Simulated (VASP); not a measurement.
# HfNb2CN2 (Cmmm) in VASP: notebook

HfNb2CN2 is run at these levels: PBE; tasks: single point, relaxation of cell and atoms.

Program: VASP 6.6.1. These are calculated values, not measurements. Logs are shortened: lines on timing, memory, paths and dates and some standing lists are left out, and cuts for length are marked.

## Step 1: The cell of the first run

It takes space group Cmmm (No. 65, orthorhombic). The conventional cell has a = 5.259 Å, b = 9.969 Å, c = 2.913 Å, α = 90.00°, β = 90.00°, γ = 90.00°. Within 3.8 Å of Hf (site symmetry mmm) lie 2 Hf at 2.91 Å and 4 C at 3.01 Å and 6 Nb at 3.11 to 3.31 Å and 8 N at 3.17 Å. Nb (site symmetry m2m) has 4 N at 2.13 Å and 2 C at 2.22 Å within 2.8 Å. C (site symmetry mmm) has 4 Nb at 2.22 Å and 4 N at 2.82 Å and 2 C at 2.91 Å and 4 Hf at 3.01 Å within 3.1 Å. N (site symmetry 2/m) has 4 Nb at 2.13 Å and 4 N at 2.63 to 2.91 Å and 2 C at 2.82 Å within 3.0 Å.

The cell was generated, and may not be a known phase.

## Step 2: Single point, PBE

INCAR

```
SYSTEM = HfNb2CN2
  ALGO = Normal
  EDIFF = 1E-6
  ENCUT = 520
  GGA = PE
  ISIF = 2
  ISMEAR = 0
  LASPH = .TRUE.
  LCHARG = .FALSE.
  LREAL = .FALSE.
  LWAVE = .FALSE.
  NBANDS = 34
  NELM = 60
  PREC = Accurate
  SIGMA = 0.1
```

KPOINTS

```
k-points
0
G
  4 4 6
  0 0 0
```

POSCAR

```
HfNb2CN2
1.0
    2.6294809037     -4.9842527840      0.0000000000
    2.6294809037      4.9842527840      0.0000000000
    0.0000000000      0.0000000000      2.9134162957
Hf Nb C N
1 2 1 2
Direct
    0.5000000000      0.5000000000      0.0000000000
    0.1674780922      0.8325219078      0.0000000000
    0.8325219078      0.1674780922      0.0000000000
    0.0000000000      0.0000000000      0.5000000000
    0.0000000000      0.5000000000      0.5000000000
    0.5000000000      0.0000000000      0.5000000000
```

Potentials or basis: VASP PAW PBE potentials, release 64 (Hf_pv, Nb_sv, C, N).

Run with:

```
cat potpaw_PBE.64/Hf_pv/POTCAR potpaw_PBE.64/Nb_sv/POTCAR potpaw_PBE.64/C/POTCAR potpaw_PBE.64/N/POTCAR > POTCAR
mpirun -np 1 vasp_std > vasp.out
```

OUTCAR:

```text
SYSTEM = HfNb2CN2
   EDIFF = 1E-6
   ENCUT = 520
   GGA = PE
   ISIF = 2
   ISMEAR = 0
   LASPH = .TRUE.
   LREAL = .FALSE.
   NELM = 60
   PREC = Accurate

 ion  position               nearest neighbor table
   1  0.500  0.500  0.000-   2 3.11   3 3.11   2 3.11   3 3.11   2 3.31   3 3.31
   2  0.167  0.833  0.000-   5 2.13   6 2.13   5 2.13   6 2.13   4 2.22   4 2.22   1 3.11   1 3.11
                             1 3.31
   3  0.833  0.167  0.000-   5 2.13   6 2.13   5 2.13   6 2.13   4 2.22   4 2.22   1 3.11   1 3.11
                             1 3.31
   4  0.000  0.000  0.500-   2 2.22   3 2.22   2 2.22   3 2.22
   5  0.000  0.500  0.500-   2 2.13   3 2.13   2 2.13   3 2.13
   6  0.500  0.000  0.500-   2 2.13   3 2.13   2 2.13   3 2.13

  LATTYP: Found a base centered orthorhombic cell.
 ALAT       =     5.2589618074
 B/A-ratio  =     1.8955272795
 C/A-ratio  =     0.5539907690

  Lattice vectors:

 A1 = (   2.6294809037,  -4.9842527840,   0.0000000000)
 A2 = (   2.6294809037,   4.9842527840,   0.0000000000)
 A3 = (   0.0000000000,   0.0000000000,   2.9134162957)

Analysis of symmetry for initial positions (statically):
=====================================================================
 Subroutine PRICEL returns:
 Original cell was already a primitive cell.

 Routine SETGRP: Setting up the symmetry group for a
 base centered orthorhombic supercell.

 Subroutine GETGRP returns: Found  8 space group operations
 (whereof  8 operations were pure point group operations)
 out of a pool of  8 trial point group operations.

The static configuration has the point symmetry D_2h.

Analysis of symmetry for dynamics (positions and initial velocities):
=====================================================================
 Subroutine PRICEL returns:
 Original cell was already a primitive cell.

 Routine SETGRP: Setting up the symmetry group for a
 base centered orthorhombic supercell.

 Subroutine GETGRP returns: Found  8 space group operations
 (whereof  8 operations were pure point group operations)
 out of a pool of  8 trial point group operations.

The dynamic configuration has the point symmetry D_2h.

 Subroutine INISYM returns: Found  8 space group operations
 (whereof  8 operations are pure point group operations),
 and found     1 'primitive' translations

[... 103 lines left out ...]
   LREAL  =      F    real-space projection
   EDIFFG = 0.1E-04   stopping-criterion for IOM
   NSW    =      0    number of steps for IOM
   IBRION =     -1    ionic relax: 0-MD 1-quasi-New 2-CG
   NFREE  =      0    steps in history (QN), initial steepest desc. (CG)
   ISIF   =      2    stress and relaxation
   ISYM   =      2    0-nonsym 1-usesym 2-fastsym
   POTIM  = 0.5000    time-step for ionic-motion
   TEBEG  =    0.0;   TEEND  =   0.0 temperature during run
   PSTRESS=    0.0 pullay stress
   NELECT =      50.0000    total number of electrons
   NUPDOWN=      -1.0000    fix difference up-down
   EMIN   =  10.00;   EMAX   =-10.00  energy-range for DOS
   EFERMI =   0.00;   METHOD = LEGACY
   ISMEAR =     0;   SIGMA  =   0.10  broadening in eV -4-tet -1-fermi 0-gaus
   EFERMI_NEDOS =   21; number of points for ismear=-14 and -15
   IALGO  =     38    algorithm
   IMIX   =      4    mixing-type and parameters
     AMIX     =   0.40;   BMIX     =  1.00
     AMIX_MAG =   1.60;   BMIX_MAG =  1.00
  volume/ion in A,a.u.               =      12.73        85.89
  Fermi-wavevector in a.u.,A,eV,Ry     =   1.421556  2.686351 27.494943  2.020821
  Thomas-Fermi vector in A             =   2.542353
   LORBIT       =      0    0 simple, 1 ext, 2 COOP (PROOUT), +10 PAW based schemes
   GGA     = PE    functional components
   LHFCALC =     F    Hartree Fock is set to
   AEXX    =    0.0000 exact exchange contribution
   IVDW    =     0    specifies the selected vdW correction
   LEPSILON=     F    determine dielectric tensor
   LRPA    =     F    only Hartree local field effects (RPA)
 non-spin polarized calculation
 Gauss-broadening in eV      SIGMA  =   0.10
  energy-cutoff  :      520.00
  volume of cell :       76.37
 maximum number of plane-waves:      2072
 NGX is ok and might be reduce to    42
   NGX = 21   NGY = 21   NGZ = 11

 number of electron      49.9999999 magnetization

 Free energy of the ion-electron system (eV)
  ---------------------------------------------------
  ext. energy  EPLUGINS =         0.00000000
  ---------------------------------------------------
  free energy    TOTEN  =       -57.47369500 eV

  energy without entropy =      -57.45995971  energy(sigma->0) =      -57.46682736

 E-fermi :   9.3927     XC(G=0): -12.2578

 val. band max:        9.3689370785   @ k =   0.0000   0.0000   0.3333
 cond. band min:       9.4191629895   @ k =   0.5000   0.5000   0.3333
 fundamental gap:      0.0502259110
 Fermi energy:         9.3927123885

 k-point     1 :       0.0000    0.0000    0.0000
  band No.  band energies     occupation
      1     -46.4038      2.00000
      2     -46.3457      2.00000
      3     -22.8321      2.00000
      4     -22.6657      2.00000
      5     -22.5140      2.00000
      6     -22.4680      2.00000
[... 877 lines left out ...]
     33      13.6790      0.00000
     34      14.2449      0.00000

 [... further k-points ...]

------------------------ aborting loop because EDIFF is reached ----------------------------------------

  FORCE on cell =-STRESS in cart. coord.  units (eV):
  Direction    XX          YY          ZZ          XY          YZ          ZX
  --------------------------------------------------------------------------------------
  -------------------------------------------------------------------------------------
  Total       -0.3701397     -0.3193888     -0.3328274     -0.0000000      0.0000000      0.0000000
  in kB       -7.7655760     -6.7008160     -6.9827589     -0.0000000      0.0000000      0.0000000
  external PRESSURE =      -7.1497169 kB  Pullay stress =       0.0000000 kB

 VOLUME and BASIS-vectors are now :
 -----------------------------------------------------------------------------
  energy-cutoff  :      520.00
  volume of cell :       76.37
      direct lattice vectors                 reciprocal lattice vectors
     2.629480904 -4.984252784  0.000000000     0.190151600 -0.100315939  0.000000000
     2.629480904  4.984252784  0.000000000     0.190151600  0.100315939  0.000000000
     0.000000000  0.000000000  2.913416296     0.000000000  0.000000000  0.343239654

 POSITION                                       TOTAL-FORCE (eV/Angst)
 -----------------------------------------------------------------------------------
      2.62948      0.00000      0.00000        -0.000000     -0.000000      0.000000
      2.62948      3.31475      0.00000         0.000000     -0.025727      0.000000
      2.62948     -3.31475      0.00000         0.000000      0.025727      0.000000
      0.00000      0.00000      1.45671         0.000000     -0.000000      0.000000
      1.31474      2.49213      1.45671         0.000000     -0.000000      0.000000
      1.31474     -2.49213      1.45671         0.000000      0.000000      0.000000
 -----------------------------------------------------------------------------------
    total drift:                               -0.000000     -0.000000     -0.000000

  FREE ENERGIE OF THE ION-ELECTRON SYSTEM (eV)
  ---------------------------------------------------
  free  energy   TOTEN  =       -57.4736950004 eV

  energy  without entropy=      -57.4599597135  energy(sigma->0) =      -57.46682736
```

OSZICAR:

```text
N       E                     dE             d eps       ncg     rms          rms(c)
DAV:   1     0.475663587352E+03    0.47566E+03   -0.27351E+04  1904   0.150E+03
DAV:   2    -0.216289777411E+02   -0.49729E+03   -0.47325E+03  2280   0.540E+02
DAV:   3    -0.655963824039E+02   -0.43967E+02   -0.42810E+02  3256   0.122E+02
DAV:   4    -0.682217822484E+02   -0.26254E+01   -0.26114E+01  3104   0.247E+01
DAV:   5    -0.683226564615E+02   -0.10087E+00   -0.10073E+00  3126   0.502E+00    0.293E+01
DAV:   6    -0.582673161190E+02    0.10055E+02   -0.63074E+01  2862   0.394E+01    0.226E+01
DAV:   7    -0.575124996390E+02    0.75482E+00   -0.67804E+00  2874   0.132E+01    0.163E+01
DAV:   8    -0.575577924432E+02   -0.45293E-01   -0.13845E+00  2706   0.649E+00    0.273E+00
DAV:   9    -0.574780177609E+02    0.79775E-01   -0.40255E-01  3460   0.464E+00    0.163E+00
DAV:  10    -0.574738690499E+02    0.41487E-02   -0.53408E-02  2532   0.139E+00    0.504E-01
DAV:  11    -0.574735690483E+02    0.30000E-03   -0.57409E-03  3010   0.530E-01    0.366E-01
DAV:  12    -0.574737553336E+02   -0.18629E-03   -0.21469E-03  2652   0.283E-01    0.827E-02
DAV:  13    -0.574736921782E+02    0.63155E-04   -0.33703E-04  2700   0.115E-01    0.125E-02
DAV:  14    -0.574736947029E+02   -0.25247E-05   -0.31986E-05  2600   0.371E-02    0.930E-03
DAV:  15    -0.574736950004E+02   -0.29749E-06   -0.20859E-06  2062   0.102E-02
   1 F= -.57473695E+02 E0= -.57466827E+02  d E =-.137353E-01
```

Run time: 51 s. Hardware: 1 thread of AMD EPYC 9R45 (Zen 5), shared host; peak memory 0.21 GiB.

What came out:

* Free energy: -57.4737 eV
* Pressure: -0.7 GPa
* Largest force: 0.026 eV/Å
* Band gap on the k mesh: zero (bands 25 and 26 overlap by 1.24 eV)

Forces in eV/Å, atoms in the order of the input:
```
Hf   0.000  0.000  0.000
Nb   0.000 -0.026  0.000
Nb   0.000  0.026  0.000
C    0.000  0.000  0.000
N    0.000  0.000  0.000
N    0.000  0.000  0.000
```

Stress tensor (GPa, compression positive):
```
-0.78  0.00  0.00
 0.00 -0.67  0.00
 0.00  0.00 -0.70
```

Levels at points of the mesh, in eV from the Fermi level:
```tsv
k point	band 23	band 24	band 25	band 26	band 27	band 28
(0.00, 0.00, 0.00)	-1.36	-1.18	-1.03	-0.72	0.08	1.20
(0.50, 0.00, 0.00)	-1.76	-1.46	-1.30	-0.63	0.88	1.68
(0.50, 0.50, 0.00)	-2.08	-1.99	-0.99	-0.34	1.32	1.62
(0.00, 0.00, 0.50)	-1.17	-0.54	-0.49	0.34	1.18	1.40
(0.50, 0.00, 0.50)	-2.29	-0.66	-0.60	0.08	0.72	0.91
(0.50, 0.50, 0.50)	-2.48	-1.32	-0.75	-0.25	1.18	1.75
```

Caveat: spin-orbit coupling is left out, which moves the levels of the heavy elements.

## Step 3: Single point, PBE

This run uses another cell than the first one, of 13.37 Å³/atom.

INCAR

```
SYSTEM = HfNb2CN2
ALGO = Normal
EDIFF = 1E-6
ENCUT = 520
GGA = PE
ISIF = 2
ISMEAR = 0
LASPH = .TRUE.
LCHARG = .FALSE.
LREAL = .FALSE.
LWAVE = .FALSE.
NBANDS = 34
NELM = 80
PREC = Accurate
SIGMA = 0.1
```

KPOINTS is that of step 2.

POSCAR

```
HfNb2CN2
1.0
    2.7335552100     -4.7328658600      0.0000000000
    2.7335552100      4.7328658600      0.0000000000
    0.0000000000      0.0000000000      3.1013415000
Hf Nb C N
1 2 1 2
Direct
    0.5000000000      0.5000000000      0.0000000000
    0.1669560000      0.8330440000      0.0000000000
    0.8330440000      0.1669560000      0.0000000000
    0.0000000000      0.0000000000      0.5000000000
    0.0000000000      0.5000000000      0.5000000000
    0.5000000000      0.0000000000      0.5000000000
```

Potentials or basis: VASP PAW PBE potentials, release 64 (Hf_pv, Nb_sv, C, N).

Run with:

```
cat potpaw_PBE.64/Hf_pv/POTCAR potpaw_PBE.64/Nb_sv/POTCAR potpaw_PBE.64/C/POTCAR potpaw_PBE.64/N/POTCAR > POTCAR
mpirun -np 1 vasp_std > vasp.out
```

Run time: 53 s. Hardware: 1 thread of AMD EPYC 9R45 (Zen 5), shared host; peak memory 0.21 GiB.

Results (log left out):

```yaml
Free_energy: -56.8052 eV
Pressure: -13.1 GPa
Largest_force: 0.334 eV/Å
Band_gap_on_the_k_mesh: zero (bands 25 and 26 overlap by 1.04 eV)
```

Forces on the atoms (eV/Å):
```
Hf   0.000  0.000  0.000
Nb   0.000 -0.334  0.000
Nb   0.000  0.334  0.000
C    0.000  0.000  0.000
N    0.000  0.000  0.000
N    0.000  0.000  0.000
```

Stress tensor (GPa, compression positive):
```
 -7.16   0.00   0.00
  0.00   0.91   0.00
  0.00   0.00 -33.17
```

Levels at points of the mesh, in eV from the Fermi level:
```csv
k point,band 23,band 24,band 25,band 26,band 27,band 28
"(0.00, 0.00, 0.00)",-1.48,-0.77,-0.59,-0.38,-0.38,0.92
"(0.50, 0.00, 0.00)",-1.70,-1.16,-0.77,-0.68,1.16,1.39
"(0.50, 0.50, 0.00)",-1.98,-1.48,-0.66,-0.21,1.19,1.41
"(0.00, 0.00, 0.50)",-0.91,-0.91,0.02,0.56,0.56,1.03
"(0.50, 0.00, 0.50)",-2.29,-0.79,-0.12,0.35,0.66,1.12
"(0.50, 0.50, 0.50)",-2.53,-1.32,-0.80,0.17,0.50,1.64
```

Caveat: the stress differs along the axes, from -33 to 1 GPa; spin-orbit coupling is left out, which moves the levels of the heavy elements.

(Continued in part 2 of 2.)

The gap in the log of VASP goes by the Fermi energy; the results here count the filled bands.